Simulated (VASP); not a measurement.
# Pb (P4/nmm) in VASP: single point with PBEsol

Aim: the single point of Pb with PBEsol.

All numbers are computed with VASP 6.6.1; they aren't measurements. Logs are shortened: lines on timing, memory, paths and dates and some standing lists are left out, and cuts for length are marked.

### Step 1. The cell of the first run

Symmetry: P4/nmm, No. 129, tetragonal system. Conventional cell: a = 4.237 Å, b = 4.237 Å, c = 8.800 Å, α = 90.00°, β = 90.00°, γ = 90.00°. Pb (site symmetry 4mm) has 8 Pb at 4.16 to 4.24 Å within 5.5 Å.

### Step 2. Single point, PBEsol

File INCAR:

```
SYSTEM = Pb
PREC     = Accurate       ! precision mode
ENCUT    = 520            ! plane-wave cutoff, eV
EDIFF    = 1E-7           ! SCF threshold, eV
ISMEAR   = -1             ! smearing method
SIGMA    = 0.05           ! smearing width, eV
LREAL    = .FALSE.        ! projectors in reciprocal space
LASPH    = .TRUE.         ! aspherical terms in the spheres
NELM     = 60             ! most SCF steps
ALGO     = Normal         ! electronic algorithm
ISIF     = 2              ! what is computed and relaxed
LWAVE    = .FALSE.        ! write WAVECAR
LCHARG   = .FALSE.        ! write CHGCAR
GGA      = PS             ! functional
NBANDS   = 21             ! bands
```

File KPOINTS:

```
Automatic mesh
0
G
  4 4 2
  0 0 0
```

File POSCAR:

```
Pb
1.0
    4.2374000000      0.0000000000      0.0000000000
    0.0000000000      4.2374000000      0.0000000000
    0.0000000000      0.0000000000      8.8000000000
Pb
2
Direct
    0.5000000000      0.0000000000      0.1639200000
    0.0000000000      0.5000000000      0.8360800000
```

Potentials or basis: VASP PAW PBE potentials, release 64 (Pb_d).

Run with:

```sh
$ cat potpaw_PBE.64/Pb_d/POTCAR > POTCAR
$ mpirun -np 1 vasp_std > vasp.out
```

OUTCAR:

```text
SYSTEM = Pb
   PREC = Accurate
   ENCUT = 520
   EDIFF = 1E-7
   ISMEAR = -1
   LREAL = .FALSE.
   LASPH = .TRUE.
   NELM = 60
   ISIF = 2
   GGA = PS

 ion  position               nearest neighbor table
   1  0.500  0.000  0.164-
   2  0.000  0.500  0.836-

  LATTYP: Found a simple tetragonal cell.
 ALAT       =     4.2374000000
 C/A-ratio  =     2.0767451739

  Lattice vectors:

 A1 = (   4.2374000000,   0.0000000000,   0.0000000000)
 A2 = (   0.0000000000,   4.2374000000,   0.0000000000)
 A3 = (   0.0000000000,   0.0000000000,   8.8000000000)

Analysis of symmetry for initial positions (statically):
=====================================================================
 Subroutine PRICEL returns:
 Original cell was already a primitive cell.

 Routine SETGRP: Setting up the symmetry group for a
 simple tetragonal supercell.

 Subroutine GETGRP returns: Found 16 space group operations
 (whereof  8 operations were pure point group operations)
 out of a pool of 16 trial point group operations.

The static configuration has the point symmetry D_2d.
 The point group associated with its full space group is D_4h.

Analysis of symmetry for dynamics (positions and initial velocities):
=====================================================================
 Subroutine PRICEL returns:
 Original cell was already a primitive cell.

 Routine SETGRP: Setting up the symmetry group for a
 simple tetragonal supercell.

 Subroutine GETGRP returns: Found 16 space group operations
 (whereof  8 operations were pure point group operations)
 out of a pool of 16 trial point group operations.

The dynamic configuration has the point symmetry D_2d.
 The point group associated with its full space group is D_4h.

 Subroutine INISYM returns: Found 16 space group operations
 (whereof  8 operations are pure point group operations),
 and found     1 'primitive' translations

----------------------------------------------------------------------------------------

                                     Primitive cell

  volume of cell :     158.0089

  direct lattice vectors                    reciprocal lattice vectors
     4.237400000  0.000000000  0.000000000     0.235993770  0.000000000  0.000000000
     0.000000000  4.237400000  0.000000000     0.000000000  0.235993770  0.000000000
     0.000000000  0.000000000  8.800000000     0.000000000  0.000000000  0.113636364

  length of vectors
     4.237400000  4.237400000  8.800000000     0.235993770  0.235993770  0.113636364

  position of ions in fractional coordinates (direct lattice)
     0.500000000  0.000000000  0.163920000
     0.000000000  0.500000000  0.836080000

  ion indices of the primitive-cell ions
   primitive index   ion index
                 1           1
                 2           2

----------------------------------------------------------------------------------------

 KPOINTS: Automatic mesh

Automatic generation of k-mesh.
 Grid dimensions read from file:
 generate k-points for:    4    4    2

 Generating k-lattice:

  Cartesian coordinates                     Fractional coordinates (reciprocal lattice)
     0.058998442  0.000000000  0.000000000     0.250000000  0.000000000  0.000000000
     0.000000000  0.058998442  0.000000000     0.000000000  0.250000000  0.000000000
     0.000000000  0.000000000  0.056818182     0.000000000  0.000000000  0.500000000

  Length of vectors
     0.058998442  0.058998442  0.056818182

  Shift w.r.t. Gamma in fractional coordinates (k-lattice)
     0.000000000  0.000000000  0.000000000

 Subroutine IBZKPT returns following result:
 ===========================================

 Found     12 irreducible k-points:

 Following reciprocal coordinates:
            Coordinates               Weight
  0.000000  0.000000  0.000000      1.000000
  0.250000  0.000000  0.000000      4.000000
  0.500000  0.000000  0.000000      2.000000
  0.250000  0.250000  0.000000      4.000000
  0.500000  0.250000  0.000000      4.000000
  0.500000  0.500000  0.000000      1.000000
  0.000000  0.000000  0.500000      1.000000
  0.250000  0.000000  0.500000      4.000000
  0.500000  0.000000  0.500000      2.000000
  0.250000  0.250000  0.500000      4.000000
  0.500000  0.250000  0.500000      4.000000
  0.500000  0.500000  0.500000      1.000000
   k-points           NKPTS =     12   k-points in BZ     NKDIM =     12   number of bands    NBANDS=     21
   number of dos      NEDOS =    301   number of ions     NIONS =      2
   total plane-waves  NPLWV =  71680
   dimension x,y,z NGX =    32 NGY =   32 NGZ =   70
   dimension x,y,z NGXF=    64 NGYF=   64 NGZF=  140
   ions per type =               2
   NGX,Y,Z   is equivalent  to a cutoff of  12.55, 12.55, 13.22 a.u.
   NGXF,Y,Z  is equivalent  to a cutoff of  25.11, 25.11, 26.45 a.u.
 SYSTEM =  Pb
   PREC   = accura    normal or accurate (medium, high low for compatibility)
   ISTART =      0    job   : 0-new  1-cont  2-samecut
   ICHARG =      2    charge: 1-file 2-atom 10-const
   ISPIN  =      1    spin polarized calculation?
   LNONCOLLINEAR =      F non collinear calculations
   LSORBIT =      F    spin-orbit coupling
   LASPH  =      T    aspherical Exc in radial PAW
   ENCUT  =  520.0 eV  38.22 Ry    6.18 a.u.   7.88  7.88 16.36*2*pi/ulx,y,z
   NELM   =     60;   NELMIN=  2; NELMDL= -5     # of ELM steps
   EDIFF  = 0.1E-06   stopping-criterion for ELM
   LREAL  =      F    real-space projection
   EDIFFG = 0.1E-05   stopping-criterion for IOM
   NSW    =      0    number of steps for IOM
   IBRION =     -1    ionic relax: 0-MD 1-quasi-New 2-CG
   NFREE  =      0    steps in history (QN), initial steepest desc. (CG)
   ISIF   =      2    stress and relaxation
   ISYM   =      2    0-nonsym 1-usesym 2-fastsym
   POTIM  = 0.5000    time-step for ionic-motion
   TEBEG  =    0.0;   TEEND  =   0.0 temperature during run
   PSTRESS=    0.0 pullay stress
   NELECT =      28.0000    total number of electrons
   NUPDOWN=      -1.0000    fix difference up-down
   EMIN   =  10.00;   EMAX   =-10.00  energy-range for DOS
   EFERMI =   0.00;   METHOD = LEGACY
   ISMEAR =    -1;   SIGMA  =   0.05  broadening in eV -4-tet -1-fermi 0-gaus
   EFERMI_NEDOS =   21; number of points for ismear=-14 and -15
   IALGO  =     38    algorithm
   IMIX   =      4    mixing-type and parameters
     AMIX     =   0.40;   BMIX     =  1.00
     AMIX_MAG =   1.60;   BMIX_MAG =  1.00
  volume/ion in A,a.u.               =      79.00       533.15
  Fermi-wavevector in a.u.,A,eV,Ry     =   0.919532  1.737664 11.504265  0.845540
  Thomas-Fermi vector in A             =   2.044737
   LORBIT       =      0    0 simple, 1 ext, 2 COOP (PROOUT), +10 PAW based schemes
   GGA     = PS    functional components
   LHFCALC =     F    Hartree Fock is set to
   AEXX    =    0.0000 exact exchange contribution
   IVDW    =     0    specifies the selected vdW correction
   LEPSILON=     F    determine dielectric tensor
   LRPA    =     F    only Hartree local field effects (RPA)
 non-spin polarized calculation
  energy-cutoff  :      520.00
  volume of cell :      158.01
 maximum number of plane-waves:      4280
 NGX is ok and might be reduce to    32
   NGX = 15   NGY = 15   NGZ = 33

 number of electron      28.0000009 magnetization

 Free energy of the ion-electron system (eV)
  ---------------------------------------------------
  ext. energy  EPLUGINS =         0.00000000
  ---------------------------------------------------
  free energy    TOTEN  =        -5.41336837 eV

  energy without entropy =       -5.38802825  energy(sigma->0) =       -5.40069831

 E-fermi :   0.3188     XC(G=0):  -6.1245

 val. band max:        0.2770790553   @ k =   0.2500   0.2500   0.0000
 cond. band min:       0.3253952036   @ k =   0.2500   0.2500   0.0000
 fundamental gap:      0.0483161482
 Fermi energy:         0.3188326580

 k-point     1 :       0.0000    0.0000    0.0000
  band No.  band energies     occupation
      1     -16.7487      2.00000
      2     -16.7358      2.00000
      3     -16.7229      2.00000
      4     -16.7156      2.00000
      5     -16.7156      2.00000
      6     -16.7075      2.00000
[... 13 lines left out ...]
     20       5.6568      0.00000
     21       6.2385      0.00000

 k-point     2 :       0.2500    0.0000    0.0000
  band No.  band energies     occupation
      1     -16.7361      2.00000
      2     -16.7266      2.00000
      3     -16.7199      2.00000
      4     -16.7160      2.00000
      5     -16.7133      2.00000
      6     -16.7090      2.00000
[... 13 lines left out ...]
     20       5.8126      0.00000
     21       6.8842      0.00000

 k-point     3 :       0.5000    0.0000    0.0000
  band No.  band energies     occupation
      1     -16.7261      2.00000
      2     -16.7261      2.00000
      3     -16.7187      2.00000
      4     -16.7187      2.00000
      5     -16.7152      2.00000
      6     -16.7152      2.00000
[... 13 lines left out ...]
     20       5.9777      0.00000
     21       6.8119      0.00000

 k-point     4 :       0.2500    0.2500    0.0000
  band No.  band energies     occupation
      1     -16.7253      2.00000
      2     -16.7208      2.00000
      3     -16.7190      2.00000
      4     -16.7152      2.00000
      5     -16.7109      2.00000
      6     -16.7082      2.00000
[... 13 lines left out ...]
     20       6.7080      0.00000
     21       7.0770      0.00000

 k-point     5 :       0.5000    0.2500    0.0000
  band No.  band energies     occupation
      1     -16.7272      2.00000
      2     -16.7272      2.00000
      3     -16.7188      2.00000
      4     -16.7188      2.00000
      5     -16.7057      2.00000
      6     -16.7057      2.00000
[... 13 lines left out ...]
     20       5.2933      0.00000
     21       7.0928      0.00000
[... 94 lines left out ...]
     20       4.8179      0.00000
     21       7.3918      0.00000

 k-point    10 :       0.2500    0.2500    0.5000
  band No.  band energies     occupation
      1     -16.7252      2.00000
      2     -16.7208      2.00000
      3     -16.7190      2.00000
      4     -16.7152      2.00000
      5     -16.7109      2.00000
      6     -16.7082      2.00000
[... 13 lines left out ...]
     20       6.2589      0.00000
     21       7.6670      0.00000

 k-point    11 :       0.5000    0.2500    0.5000
  band No.  band energies     occupation
      1     -16.7271      2.00000
      2     -16.7271      2.00000
      3     -16.7188      2.00000
      4     -16.7188      2.00000
      5     -16.7057      2.00000
      6     -16.7057      2.00000
[... 13 lines left out ...]
     20       5.4776      0.00000
     21       6.0325      0.00000

 k-point    12 :       0.5000    0.5000    0.5000
  band No.  band energies     occupation
      1     -16.7315      2.00000
      2     -16.7315      2.00000
      3     -16.7258      2.00000
      4     -16.7258      2.00000
      5     -16.6911      2.00000
      6     -16.6911      2.00000
[... 13 lines left out ...]
     20       5.2762      0.00000
     21       6.8963      0.00000

------------------------ aborting loop because EDIFF is reached ----------------------------------------

  FORCE on cell =-STRESS in cart. coord.  units (eV):
  Direction    XX          YY          ZZ          XY          YZ          ZX
  --------------------------------------------------------------------------------------
  -------------------------------------------------------------------------------------
  Total       -4.7225001     -4.7225001     -3.9470187      0.0000000     -0.0000000      0.0000000
  in kB      -47.8851621    -47.8851621    -40.0219435      0.0000000     -0.0000000      0.0000000
  external PRESSURE =     -45.2640893 kB  Pullay stress =       0.0000000 kB

 VOLUME and BASIS-vectors are now :
 -----------------------------------------------------------------------------
  energy-cutoff  :      520.00
  volume of cell :      158.01
      direct lattice vectors                 reciprocal lattice vectors
     4.237400000  0.000000000  0.000000000     0.235993770  0.000000000  0.000000000
     0.000000000  4.237400000  0.000000000     0.000000000  0.235993770  0.000000000
     0.000000000  0.000000000  8.800000000     0.000000000  0.000000000  0.113636364

 POSITION                                       TOTAL-FORCE (eV/Angst)
 -----------------------------------------------------------------------------------
      2.11870      0.00000      1.44250         0.000000      0.000000     -1.280802
      0.00000      2.11870      7.35750         0.000000      0.000000      1.280802
 -----------------------------------------------------------------------------------
    total drift:                                0.000000      0.000000      0.000000

  FREE ENERGIE OF THE ION-ELECTRON SYSTEM (eV)
  ---------------------------------------------------
  free  energy   TOTEN  =        -5.4133683702 eV

  energy  without entropy=       -5.3880282519  energy(sigma->0) =       -5.40069831
```

It took 94 s on 1 thread of AMD EPYC 7R13, shared host; peak memory 0.22 GiB.

Results:

```yaml
Free_energy: -5.4134 eV
Pressure: -4.5 GPa
Largest_force: 1.281 eV/Å
Band_gap_on_the_k_mesh: zero (bands 14 and 15 overlap by 1.55 eV)
```

Forces in eV/Å, atoms in the order of the input:
```
Pb   0.000  0.000 -1.281
Pb   0.000  0.000  1.281
```

Caveat: the k points lie up to 0.37 Å⁻¹ apart, too coarse for converged energies and pressures of a metal; the PAW data sets were made with another functional, which shifts forces and pressure a little; spin-orbit coupling is left out, which moves the levels of the heavy elements.

The gap in the log of VASP goes by the Fermi energy; the results here count the filled bands.